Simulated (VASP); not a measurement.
# C (C2/m) in VASP: a series of runs, part 2 of 2

VASP 6.6.1.

### Step 3. Single point, PBE+D3(BJ)

INCAR

```
SYSTEM = C
ALGO     = Normal         ! electronic algorithm
EDIFF    = 1E-6           ! SCF threshold, eV
ENCUT    = 520            ! plane-wave cutoff, eV
GGA      = PE             ! functional
ISIF     = 2              ! what is computed and relaxed
ISMEAR   = 0              ! smearing method
IVDW     = 12             ! dispersion correction
LASPH    = .TRUE.         ! aspherical terms in the spheres
LCHARG   = .TRUE.         ! write CHGCAR
LELF     = .TRUE.         ! ELF
LREAL    = .FALSE.        ! projectors in reciprocal space
LVHAR    = .TRUE.       
LWAVE    = .FALSE.        ! write WAVECAR
NBANDS   = 26             ! bands
NELM     = 80             ! most SCF steps
PREC     = Accurate       ! precision mode
SIGMA    = 0.15           ! smearing width, eV
```

KPOINTS

```
k-points
0
G
  22 22 4
  0 0 0
```

POSCAR

```
C
1.0
   -1.2324898335     -2.1347350114      0.0000000000
    1.2324898335     -2.1347350114      0.0000000000
    0.0000000000     -1.7790881585     13.4768657407
C
8
Direct
    0.6354083350      0.6354083350      0.8749500000
    0.8437583350      0.8437583350      0.3749500000
   -0.0520666650     -0.0520666650      0.1249500000
   -0.2604166650     -0.2604166650      0.6249500000
    0.3020750017      0.3020750017      0.8749500000
    0.5104250017      0.5104250017      0.3749500000
    0.2812666683      0.2812666683      0.1249500000
    0.0729166683      0.0729166683      0.6249500000
```

Potentials or basis: VASP PAW PBE potentials, release 64 (C).

The run is started by

```bash
> cat potpaw_PBE.64/C/POTCAR > POTCAR
> mpirun -np 1 vasp_std > vasp.out
```

OUTCAR:

```text
SYSTEM = C
   EDIFF = 1E-6
   ENCUT = 520
   GGA = PE
   ISIF = 2
   ISMEAR = 0
   IVDW = 12
   LASPH = .TRUE.
   LREAL = .FALSE.
   NELM = 80
   PREC = Accurate
 IVDW          = 12

 ion  position               nearest neighbor table
   1  0.635  0.635  0.875-   5 1.42   5 1.42   5 1.42
   2  0.844  0.844  0.375-   6 1.42   6 1.42   6 1.42
   3  0.948  0.948  0.125-   7 1.42   7 1.42   7 1.42
[... 920 lines left out ...]
  -------------------------------------------------------------------------------------
  Total       0.27635     0.31732     0.01688     0.00000     0.05621     0.00000
  in kB       6.24337     7.16904     0.38125     0.00000     1.26994     0.00000
  external pressure =        4.60 kB  Pullay stress =        0.00 kB

 VOLUME and BASIS-vectors are now :
 -----------------------------------------------------------------------------
  energy-cutoff  :      520.00
  volume of cell :       70.92
      direct lattice vectors                 reciprocal lattice vectors
    -1.232489834 -2.134735011  0.000000000    -0.405682860 -0.234221108 -0.030919652
     1.232489834 -2.134735011  0.000000000     0.405682860 -0.234221108 -0.030919652
     0.000000000 -1.779088159 13.476865741     0.000000000  0.000000000  0.074201229

 POSITION                                       TOTAL-FORCE (eV/Angst)
 -----------------------------------------------------------------------------------
      0.00000     -4.26947     11.79158         0.000000     -0.010724     -0.017243
      0.00000     -4.26947      5.05315         0.000000      0.000160     -0.000749
      0.00000     -4.26947      1.68393         0.000000      0.010724      0.017243
      0.00000     -4.26947      8.42237         0.000000     -0.000160      0.000749
      0.00000     -2.84631     11.79158         0.000000     -0.004817      0.007987
      0.00000     -2.84631      5.05315         0.000000     -0.000019      0.000803
      0.00000     -1.42316      1.68393         0.000000      0.004817     -0.007987
      0.00000     -1.42316      8.42237         0.000000      0.000019     -0.000803
 -----------------------------------------------------------------------------------
    total drift:                                0.000000     -0.000000     -0.000001

  FREE ENERGIE OF THE ION-ELECTRON SYSTEM (eV)
  ---------------------------------------------------
  free  energy   TOTEN  =       -74.9379788303 eV

  energy  without entropy=      -74.9371798820  energy(sigma->0) =      -74.93757936
```

Run time: 19 min. Hardware: 1 thread of Oxide Virtual Turin-like, shared host; peak memory 0.64 GiB.

Results:

- Free energy: -74.9380 eV
- Pressure: 0.5 GPa
- Largest force: 0.020 eV/Å
- Dispersion energy per atom: -0.156 eV

Forces on the atoms (eV/Å):
```
C    0.000 -0.011 -0.017
C    0.000  0.000 -0.001
C    0.000  0.011  0.017
C    0.000  0.000  0.001
C    0.000 -0.005  0.008
C    0.000  0.000  0.001
C    0.000  0.005 -0.008
C    0.000  0.000 -0.001
```

Stress tensor (GPa, compression positive):
```
0.62 0.00 0.00
0.00 0.72 0.13
0.00 0.13 0.04
```

### Step 4. Single point, PBE+D3(BJ)

This run uses another cell than the first one, of the same volume but with other edges.

INCAR

```
SYSTEM = C
PREC = Accurate
ENCUT = 520
EDIFF = 1E-7
ISMEAR = 0
SIGMA = 0.15
LREAL = .False.
LASPH = .True.
NELM = 80
ALGO = Normal
ISIF = 2
LWAVE = .False.
LCHARG = .False.
GGA = PE
IVDW = 12
NBANDS = 26
```

KPOINTS

```
Automatic mesh
0
Gamma
  22 22 4
  0 0 0
```

POSCAR

```
C
1.0
   -1.2324898335     -2.1347350114      0.0000000000
    1.2324898335     -2.1347350114      0.0000000000
    0.0000000000     -0.3556468529     13.4768657407
C
8
Direct
    0.9271166650      0.9271166650      0.8749500000
    0.9687666650      0.9687666650      0.3749500000
   -0.0104083350     -0.0104083350      0.1249500000
   -0.0520583350     -0.0520583350      0.6249500000
    0.5937833317      0.5937833317      0.8749500000
    0.6354333317      0.6354333317      0.3749500000
    0.3229249983      0.3229249983      0.1249500000
    0.2812749983      0.2812749983      0.6249500000
```

Potentials or basis: VASP PAW PBE potentials, release 64 (C).

The run is started by

```bash
> cat potpaw_PBE.64/C/POTCAR > POTCAR
> mpirun -np 1 vasp_std > vasp.out
```

OUTCAR:

```text
SYSTEM = C
   PREC = Accurate
   ENCUT = 520
   EDIFF = 1E-7
   ISMEAR = 0
   LREAL = .False.
   LASPH = .True.
   NELM = 80
   ISIF = 2
   GGA = PE
   IVDW = 12
 IVDW          = 12

 ion  position               nearest neighbor table
   1  0.927  0.927  0.875-   5 1.42   5 1.42   5 1.42
   2  0.969  0.969  0.375-   6 1.42   6 1.42   6 1.42
   3  0.990  0.990  0.125-   7 1.42   7 1.42   7 1.42
   4  0.948  0.948  0.625-   8 1.42   8 1.42   8 1.42
   5  0.594  0.594  0.875-   1 1.42   1 1.42   1 1.42
   6  0.635  0.635  0.375-   2 1.42   2 1.42   2 1.42
[... 918 lines left out ...]
  Total       0.32430     0.27564     0.00422     0.00000     0.02197     0.00000
  in kB       7.32671     6.22733     0.09538     0.00000     0.49640     0.00000
  external pressure =        4.55 kB  Pullay stress =        0.00 kB

 VOLUME and BASIS-vectors are now :
 -----------------------------------------------------------------------------
  energy-cutoff  :      520.00
  volume of cell :       70.92
      direct lattice vectors                 reciprocal lattice vectors
    -1.232489834 -2.134735011  0.000000000    -0.405682860 -0.234221108 -0.006180962
     1.232489834 -2.134735011  0.000000000     0.405682860 -0.234221108 -0.006180962
     0.000000000 -0.355646853 13.476865741     0.000000000  0.000000000  0.074201229

 POSITION                                       TOTAL-FORCE (eV/Angst)
 -----------------------------------------------------------------------------------
      0.00000     -4.26947     11.79158         0.000000      0.000189     -0.004339
      0.00000     -4.26947      5.05315         0.000000      0.000302     -0.000209
      0.00000     -4.26947      1.68393         0.000000     -0.000189      0.004339
      0.00000     -4.26947      8.42237         0.000000     -0.000302      0.000209
      0.00000     -2.84631     11.79158         0.000000     -0.006131     -0.000625
      0.00000     -2.84631      5.05315         0.000000      0.000330      0.000153
      0.00000     -1.42316      1.68393         0.000000      0.006131      0.000625
      0.00000     -1.42316      8.42237         0.000000     -0.000330     -0.000153
 -----------------------------------------------------------------------------------
    total drift:                                0.000000      0.000000      0.000000

  FREE ENERGIE OF THE ION-ELECTRON SYSTEM (eV)
  ---------------------------------------------------
  free  energy   TOTEN  =       -74.9393808507 eV

  energy  without entropy=      -74.9386768576  energy(sigma->0) =      -74.93902885
```

OSZICAR:

```text
N       E                     dE             d eps       ncg     rms          rms(c)
DAV:   1     0.103318254569E+03    0.10332E+03   -0.16096E+04 26996   0.114E+03
DAV:   2    -0.703214137275E+02   -0.17364E+03   -0.16201E+03 35898   0.241E+02
DAV:   3    -0.783267593173E+02   -0.80053E+01   -0.79384E+01 35508   0.489E+01
DAV:   4    -0.784280597848E+02   -0.10130E+00   -0.10117E+00 34274   0.642E+00
DAV:   5    -0.784305018586E+02   -0.24421E-02   -0.24410E-02 34032   0.952E-01    0.126E+01
DAV:   6    -0.748236890574E+02    0.36068E+01   -0.32397E+00 30372   0.856E+00    0.738E+00
DAV:   7    -0.736852601745E+02    0.11384E+01   -0.39323E+00 31450   0.954E+00    0.201E+00
DAV:   8    -0.736957627199E+02   -0.10503E-01   -0.14857E-01 31380   0.183E+00    0.342E-01
DAV:   9    -0.736946038569E+02    0.11589E-02   -0.35097E-03 35338   0.317E-01    0.110E-01
DAV:  10    -0.736949830176E+02   -0.37916E-03   -0.85654E-04 32618   0.162E-01    0.850E-02
DAV:  11    -0.736949743388E+02    0.86788E-05   -0.27663E-05 35634   0.283E-02    0.101E-02
DAV:  12    -0.736949746679E+02   -0.32917E-06   -0.11015E-06 33916   0.665E-03    0.318E-03
DAV:  13    -0.736949746366E+02    0.31385E-07   -0.48266E-07 29394   0.381E-03
   1 F= -.74939381E+02 E0= -.74939029E+02  d E =-.703993E-03
```

stdout:

```text
POSCAR found type information on POSCAR C
 POSCAR found :  1 types and       8 ions
 scaLAPACK will be used
 LDA part: xc-table for (Slater+PW92), standard interpolation
 POSCAR, INCAR and KPOINTS ok, starting setup
 FFT: planning ... GRIDC
 FFT: planning ... GRID_SOFT
 FFT: planning ... GRID
 WAVECAR not read
 entering main loop
```

Wall time 13 min (1 thread of Oxide Virtual Turin-like, shared host); peak memory 0.63 GiB.

What came out:

```yaml
Free_energy: -74.9394 eV
Pressure: 0.5 GPa
Largest_force: 0.006 eV/Å
Dispersion_energy_per_atom: -0.156 eV
```

Forces in eV/Å, atoms in the order of the input:
```
C    0.000  0.000 -0.004
C    0.000  0.000  0.000
C    0.000  0.000  0.004
C    0.000  0.000  0.000
C    0.000 -0.006 -0.001
C    0.000  0.000  0.000
C    0.000  0.006  0.001
C    0.000  0.000  0.000
```

Stress tensor (GPa, compression positive):
```
0.73 0.00 0.00
0.00 0.62 0.05
0.00 0.05 0.01
```

### Step 5. Summary

| cell | pressure (GPa) | largest force (eV/Å) |
| --- | --- | --- |
| a = 2.465, b = 2.465, c = 13.852 Å, angles 78.5, 78.5, 60.0°, 8 atoms | 0.6 | 0.04 |
| a = 2.465, b = 2.465, c = 13.594 Å, angles 83.5, 83.5, 60.0°, 8 atoms | 0.5 | 0.02 |
| a = 2.465, b = 2.465, c = 13.482 Å, angles 88.7, 88.7, 60.0°, 8 atoms | 0.5 | 0.01 |

Alike in all rows: task single point; level PBE+D3(BJ); potentials or basis VASP PAW PBE potentials, release 64 (C); no spin polarisation; k mesh 22 × 22 × 4; cutoff (eV) 520; smearing gaussian 0.15 eV.

Total energies depend on the potentials used, so only differences within one code and one set of settings carry meaning.
